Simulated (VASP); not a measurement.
# Si (I4_1/amd) in VASP: a series of runs

The runs below take Si through single point, relaxation of cell and atoms, with PBE.

Program: VASP 6.6.1. These are calculated values, not measurements. Logs are shortened: lines on timing, memory, paths and dates and some standing lists are left out, and cuts for length are marked.

**1. The cell of the first run**

Symmetry: I4_1/amd, No. 141, tetragonal system. Conventional cell: a = 4.781 Å, b = 4.781 Å, c = 2.695 Å, α = 90.00°, β = 90.00°, γ = 90.00°. Within 3.3 Å of Si (site symmetry -4m2) lie 10 Si at 2.48 to 3.13 Å.

**2. Single point, PBE**

Input file INCAR:

```
ALGO     = Normal         # electronic algorithm
EDIFF    = 1E-7           # SCF threshold, eV
ENCUT    = 520            # plane-wave cutoff, eV
GGA      = PE             # functional
ISIF     = 2              # what is computed and relaxed
ISMEAR   = -1             # smearing method
LASPH    = True           # aspherical terms in the spheres
LCHARG   = False          # write CHGCAR
LREAL    = False          # projectors in reciprocal space
LWAVE    = False          # write WAVECAR
NBANDS   = 11             # bands
NELM     = 80             # most SCF steps
PREC     = Accurate       # precision mode
SIGMA    = 0.1            # smearing width, eV
```

Input file KPOINTS:

```
Automatic mesh
0
Gamma
  10 10 10
  0.5 0.5 0.5
```

Input file POSCAR:

```
Si
1.0
   -2.3906065421      2.3906065421      1.3474647104
    2.3906065421     -2.3906065421      1.3474647104
    2.3906065421      2.3906065421     -1.3474647104
Si
2
Direct
    0.2500000000      0.7500000000      0.5000000000
    0.5000000000      0.5000000000      0.0000000000
```

Potentials or basis: VASP PAW PBE potentials, release 64 (Si).

Command:

```bash
$ cat potpaw_PBE.64/Si/POTCAR > POTCAR
$ mpirun -np 1 vasp_std > vasp.out
```

OUTCAR:

```text
EDIFF = 1E-7
   ENCUT = 520
   GGA = PE
   ISIF = 2
   ISMEAR = -1
   LASPH = True
   LREAL = False
   NELM = 80
   PREC = Accurate

 ion  position               nearest neighbor table
   1  0.250  0.750  0.500-   2 2.48   2 2.48   2 2.48   2 2.48   2 3.13   2 3.13   2 3.13   2 3.13

   2  0.500  0.500  0.000-   1 2.48   1 2.48   1 2.48   1 2.48   1 3.13   1 3.13   1 3.13   1 3.13

  LATTYP: Found a body centered tetragonal cell.
 ALAT       =     4.7812130842
 C/A-ratio  =     0.5636497210

  Lattice vectors:

 A1 = (  -2.3906065421,   2.3906065421,   1.3474647104)
 A2 = (   2.3906065421,  -2.3906065421,   1.3474647104)
 A3 = (   2.3906065421,   2.3906065421,  -1.3474647104)

Analysis of symmetry for initial positions (statically):
=====================================================================
 Subroutine PRICEL returns:
 Original cell was already a primitive cell.

 Routine SETGRP: Setting up the symmetry group for a
 body centered tetragonal supercell.

 Subroutine GETGRP returns: Found 16 space group operations
 (whereof  8 operations were pure point group operations)
 out of a pool of 16 trial point group operations.

The static configuration has the point symmetry D_2d.
 The point group associated with its full space group is D_4h.

Analysis of symmetry for dynamics (positions and initial velocities):
=====================================================================
 Subroutine PRICEL returns:
 Original cell was already a primitive cell.

 Routine SETGRP: Setting up the symmetry group for a
 body centered tetragonal supercell.

 Subroutine GETGRP returns: Found 16 space group operations
 (whereof  8 operations were pure point group operations)
 out of a pool of 16 trial point group operations.

The dynamic configuration has the point symmetry D_2d.
 The point group associated with its full space group is D_4h.

 Subroutine INISYM returns: Found 16 space group operations
 (whereof  8 operations are pure point group operations),
 and found     1 'primitive' translations

----------------------------------------------------------------------------------------

                                     Primitive cell

  volume of cell :      30.8030

  direct lattice vectors                    reciprocal lattice vectors
    -2.390606542  2.390606542  1.347464710     0.000000000  0.209151942  0.371067232
     2.390606542 -2.390606542  1.347464710     0.209151942  0.000000000  0.371067232
     2.390606542  2.390606542 -1.347464710     0.209151942  0.209151942  0.000000000

  length of vectors
     3.639458809  3.639458809  3.639458809     0.425952374  0.425952374  0.295785512

  position of ions in fractional coordinates (direct lattice)
     0.250000000  0.750000000  0.500000000
     0.500000000  0.500000000  0.000000000

  ion indices of the primitive-cell ions
   primitive index   ion index
                 1           1
                 2           2

----------------------------------------------------------------------------------------

 KPOINTS: Automatic mesh

Automatic generation of k-mesh.
 Grid dimensions read from file:
 generate k-points for:   10   10   10

 Generating k-lattice:

  Cartesian coordinates                     Fractional coordinates (reciprocal lattice)
     0.000000000  0.020915194  0.037106723     0.100000000 -0.000000000  0.000000000
     0.020915194  0.000000000  0.037106723    -0.000000000  0.100000000  0.000000000
     0.020915194  0.020915194  0.000000000     0.000000000  0.000000000  0.100000000

  Length of vectors
     0.042595237  0.042595237  0.029578551

  Shift w.r.t. Gamma in fractional coordinates (k-lattice)
     0.500000000  0.500000000  0.500000000

 Subroutine IBZKPT returns following result:
 ===========================================

 Found     99 irreducible k-points:

 Following reciprocal coordinates:
            Coordinates               Weight
  0.050000  0.050000  0.050000      8.000000
  0.150000  0.050000  0.050000     16.000000
  0.250000  0.050000  0.050000     16.000000
  0.350000  0.050000  0.050000     16.000000
  0.450000  0.050000  0.050000      8.000000
 -0.050000  0.050000  0.050000      4.000000
[... 16 lines left out ...]
 -0.050000  0.250000  0.050000      8.000000
  0.350000  0.350000  0.050000      8.000000
 [... further k-points ...]
   k-points           NKPTS =     99   k-points in BZ     NKDIM =     99   number of bands    NBANDS=     11
   number of dos      NEDOS =    301   number of ions     NIONS =      2
   total plane-waves  NPLWV =  21952
   dimension x,y,z NGX =    28 NGY =   28 NGZ =   28
   dimension x,y,z NGXF=    56 NGYF=   56 NGZF=   56
   ions per type =               2
   NGX,Y,Z   is equivalent  to a cutoff of  12.79, 12.79, 12.79 a.u.
   NGXF,Y,Z  is equivalent  to a cutoff of  25.58, 25.58, 25.58 a.u.
 SYSTEM =  unknown system
   PREC   = accura    normal or accurate (medium, high low for compatibility)
   ISTART =      0    job   : 0-new  1-cont  2-samecut
   ICHARG =      2    charge: 1-file 2-atom 10-const
   ISPIN  =      1    spin polarized calculation?
   LNONCOLLINEAR =      F non collinear calculations
   LSORBIT =      F    spin-orbit coupling
   LASPH  =      T    aspherical Exc in radial PAW
   ENCUT  =  520.0 eV  38.22 Ry    6.18 a.u.   6.77  6.77  6.77*2*pi/ulx,y,z
   NELM   =     80;   NELMIN=  2; NELMDL= -5     # of ELM steps
   EDIFF  = 0.1E-06   stopping-criterion for ELM
   LREAL  =      F    real-space projection
   EDIFFG = 0.1E-05   stopping-criterion for IOM
   NSW    =      0    number of steps for IOM
   IBRION =     -1    ionic relax: 0-MD 1-quasi-New 2-CG
   NFREE  =      0    steps in history (QN), initial steepest desc. (CG)
   ISIF   =      2    stress and relaxation
   ISYM   =      2    0-nonsym 1-usesym 2-fastsym
   POTIM  = 0.5000    time-step for ionic-motion
   TEBEG  =    0.0;   TEEND  =   0.0 temperature during run
   PSTRESS=    0.0 pullay stress
   NELECT =       8.0000    total number of electrons
   NUPDOWN=      -1.0000    fix difference up-down
   EMIN   =  10.00;   EMAX   =-10.00  energy-range for DOS
   EFERMI =   0.00;   METHOD = LEGACY
   ISMEAR =    -1;   SIGMA  =   0.10  broadening in eV -4-tet -1-fermi 0-gaus
   EFERMI_NEDOS =   21; number of points for ismear=-14 and -15
   IALGO  =     38    algorithm
   IMIX   =      4    mixing-type and parameters
     AMIX     =   0.40;   BMIX     =  1.00
     AMIX_MAG =   1.60;   BMIX_MAG =  1.00
  volume/ion in A,a.u.               =      15.40       103.93
  Fermi-wavevector in a.u.,A,eV,Ry     =   1.044496  1.973812 14.843586  1.090973
  Thomas-Fermi vector in A             =   2.179252
   LORBIT       =      0    0 simple, 1 ext, 2 COOP (PROOUT), +10 PAW based schemes
   GGA     = PE    functional components
   LHFCALC =     F    Hartree Fock is set to
   AEXX    =    0.0000 exact exchange contribution
   IVDW    =     0    specifies the selected vdW correction
   LEPSILON=     F    determine dielectric tensor
   LRPA    =     F    only Hartree local field effects (RPA)
 non-spin polarized calculation
  energy-cutoff  :      520.00
  volume of cell :       30.80
 maximum number of plane-waves:       845
   NGX = 13   NGY = 13   NGZ = 13

 number of electron       8.0000000 magnetization

 Free energy of the ion-electron system (eV)
  ---------------------------------------------------
  ext. energy  EPLUGINS =         0.00000000
  ---------------------------------------------------
  free energy    TOTEN  =       -10.27533101 eV

  energy without entropy =      -10.25051713  energy(sigma->0) =      -10.26292407

 E-fermi :   9.0007     XC(G=0): -10.8633

 val. band max:        8.9905837367   @ k =  -0.1500  -0.4500   0.0500
 cond. band min:       9.0372487960   @ k =  -0.2500   0.2500   0.2500
 fundamental gap:      0.0466650593
 Fermi energy:         9.0006644207

 k-point     1 :       0.0500    0.0500    0.0500
  band No.  band energies     occupation
      1      -4.3032      2.00000
      2       5.2343      2.00000
      3       6.9311      2.00000
      4       8.5180      1.98409
      5      11.7147      0.00000
      6      14.6000      0.00000
      7      15.2814      0.00000
      8      17.0210      0.00000
      9      17.2105      0.00000
     10      18.5267      0.00000
     11      20.0387      0.00000

 k-point     2 :       0.1500    0.0500    0.0500
  band No.  band energies     occupation
      1      -3.5243      2.00000
      2       4.8290      2.00000
      3       7.0821      2.00000
      4       9.7162      0.00156
      5      11.7688      0.00000
      6      12.4055      0.00000
      7      13.3689      0.00000
      8      15.4390      0.00000
      9      15.8980      0.00000
     10      16.9635      0.00000
     11      19.3488      0.00000

 k-point     3 :       0.2500    0.0500    0.0500
  band No.  band energies     occupation
      1      -2.2369      2.00000
      2       4.8402      2.00000
      3       7.0998      2.00000
      4       7.9955      1.99991
      5      10.1911      0.00001
      6      12.2918      0.00000
      7      13.1409      0.00000
      8      14.5472      0.00000
      9      15.6554      0.00000
     10      16.3822      0.00000
     11      20.0081      0.00000

 k-point     4 :       0.3500    0.0500    0.0500
  band No.  band energies     occupation
      1      -0.4664      2.00000
      2       4.4315      2.00000
      3       5.6587      2.00000
      4       7.3694      2.00000
      5       8.6550      1.93888
      6      11.3799      0.00000
      7      13.7471      0.00000
      8      14.3228      0.00000
      9      16.0436      0.00000
     10      18.7528      0.00000
     11      21.2418      0.00000
[... 239 lines left out ...]
 k-point    22 :      -0.1500    0.2500    0.0500
  band No.  band energies     occupation
      1      -3.8024      2.00000
      2       3.4142      2.00000
      3       5.9665      2.00000
      4      10.6223      0.00000
      5      12.4694      0.00000
      6      13.8326      0.00000
      7      14.3853      0.00000
      8      16.2711      0.00000
      9      17.4074      0.00000
     10      19.5983      0.00000
     11      20.8311      0.00000

 k-point    23 :      -0.0500    0.2500    0.0500
  band No.  band energies     occupation
      1      -3.2751      2.00000
      2       4.6282      2.00000
      3       5.7417      2.00000
      4      10.1264      0.00003
      5      12.2460      0.00000
      6      12.5168      0.00000
      7      13.7655      0.00000
      8      14.6867      0.00000
      9      15.8488      0.00000
     10      18.0613      0.00000
     11      20.5450      0.00000

 k-point    24 :       0.3500    0.3500    0.0500
  band No.  band energies     occupation
      1       0.3192      2.00000
      2       0.3439      2.00000
      3       6.7422      2.00000
      4       8.4254      1.99367
      5       9.9684      0.00013
      6      11.0452      0.00000
      7      14.5236      0.00000
      8      15.3271      0.00000
      9      18.2692      0.00000
     10      19.9089      0.00000
     11      21.1699      0.00000

 [... further k-points ...]
[... 5 lines left out ...]
  --------------------------------------------------------------------------------------
  -------------------------------------------------------------------------------------
  Total       -0.0213928     -0.0213928      0.0006092      0.0000000      0.0000000      0.0000000
  in kB       -1.1127187     -1.1127187      0.0316892      0.0000000      0.0000000      0.0000000
  external PRESSURE =      -0.7312494 kB  Pullay stress =       0.0000000 kB

 VOLUME and BASIS-vectors are now :
 -----------------------------------------------------------------------------
  energy-cutoff  :      520.00
  volume of cell :       30.80
      direct lattice vectors                 reciprocal lattice vectors
    -2.390606542  2.390606542  1.347464710     0.000000000  0.209151942  0.371067232
     2.390606542 -2.390606542  1.347464710     0.209151942  0.000000000  0.371067232
     2.390606542  2.390606542 -1.347464710     0.209151942  0.209151942  0.000000000

 POSITION                                       TOTAL-FORCE (eV/Angst)
 -----------------------------------------------------------------------------------
      2.39061      0.00000      0.67373         0.000000     -0.000000      0.000000
      0.00000      0.00000      1.34746        -0.000000      0.000000     -0.000000
 -----------------------------------------------------------------------------------
    total drift:                                0.000000      0.000000      0.000000

  FREE ENERGIE OF THE ION-ELECTRON SYSTEM (eV)
  ---------------------------------------------------
  free  energy   TOTEN  =       -10.2753310092 eV

  energy  without entropy=      -10.2505171280  energy(sigma->0) =      -10.26292407
```

It took 39 s on 1 thread of Intel Xeon 8259CL, shared host; peak memory 0.16 GiB.

What came out:

```
Free energy            : -10.2753 eV
Pressure               : -0.1 GPa
Band gap on the k mesh : zero (bands 4 and 5 overlap by 5.64 eV)
```

Stress tensor (GPa, compression positive):
```
-0.11  0.00  0.00
 0.00 -0.11  0.00
 0.00  0.00  0.00
```

**3. Relaxation of cell and atoms, PBE**

This run uses another cell than the first one, of 14.95 Å³/atom.

Input file INCAR:

```
  PREC = Accurate
  ENCUT = 600
  EDIFF = 1E-6
  ISMEAR = -1
  SIGMA = 0.1
  LREAL = F
  LASPH = T
  NELM = 80
  ALGO = Normal
  ISIF = 3
  LWAVE = F
  LCHARG = F
  GGA = PE
  IBRION = 2
  NSW = 80
  EDIFFG = -0.001
```

KPOINTS is that of step 2.

Input file POSCAR:

```
Si
1.0
   -2.3713720000      2.3713720000      1.3292650000
    2.3713720000     -2.3713720000      1.3292650000
    2.3713720000      2.3713720000     -1.3292650000
Si
2
Direct
    0.2500000000      0.7500000000      0.5000000000
    0.5000000000      0.5000000000      0.0000000000
```

Potentials or basis: VASP PAW PBE potentials, release 64 (Si).

Command:

```bash
$ cat potpaw_PBE.64/Si/POTCAR > POTCAR
$ mpirun -np 1 vasp_std > vasp.out
```

Run time: 2.7 min. Hardware: 1 thread of Intel Xeon 8259CL, shared host; peak memory 0.17 GiB.

Results (log left out):

```
Free energy                           : -10.2755 eV
Relaxed volume                        : 15.40 Å³/atom
Relaxed cell                          : a = 3.638 Å, b = 3.638 Å, c = 3.638 Å, α = 97.90°, β = 97.90°, γ = 136.48°
Space group after relaxing (to 0.1 Å) : I4_1/amd (No. 141)
Energy gained by relaxing             : 4.4 meV/atom
Ionic steps                           : 10
Pressure after relaxing               : 0.0 GPa
Band gap on the k mesh                : zero (bands 4 and 5 overlap by 5.66 eV)
```

Step by step:
| step | energy change (eV) | largest force (eV/Å) | pressure (GPa) | volume (Å³) |
| --- | --- | --- | --- | --- |
| 1 | 0.0000 | 0.0000 | 3.26 | 29.90 |
| 2 | -0.0061 | 0.0000 | -1.59 | 31.23 |
| 3 | -0.0085 | 0.0000 | 0.00 | 30.76 |
| 4 | -0.0086 | 0.0000 | 0.01 | 30.77 |
| 5 | -0.0087 | 0.0000 | 0.01 | 30.79 |
| 6 | -0.0087 | 0.0000 | 0.01 | 30.79 |
| 7 | -0.0087 | 0.0000 | 0.01 | 30.79 |
| 8 | -0.0087 | 0.0000 | -0.01 | 30.80 |
| 9 | -0.0087 | 0.0000 | -0.01 | 30.79 |
| 10 | -0.0087 | 0.0000 | 0.00 | 30.79 |

Final structure:
```xyz
2
Lattice="-2.3891 2.3891 1.3486 2.3891 -2.3891 1.3486 2.3891 2.3891 -1.3486" Properties=species:S:1:pos:R:3 pbc="T T T"
Si    2.3891    0.0000    0.6743
Si    0.0000    0.0000    1.3486
```

Levels at points of the mesh, in eV from the Fermi level:
```tsv
k point	band 1	band 2	band 3	band 4	band 5	band 6	band 7	band 8
(0.05, 0.05, 0.05)	-13.31	-3.76	-2.06	-0.46	2.72	5.59	6.27	8.03
```
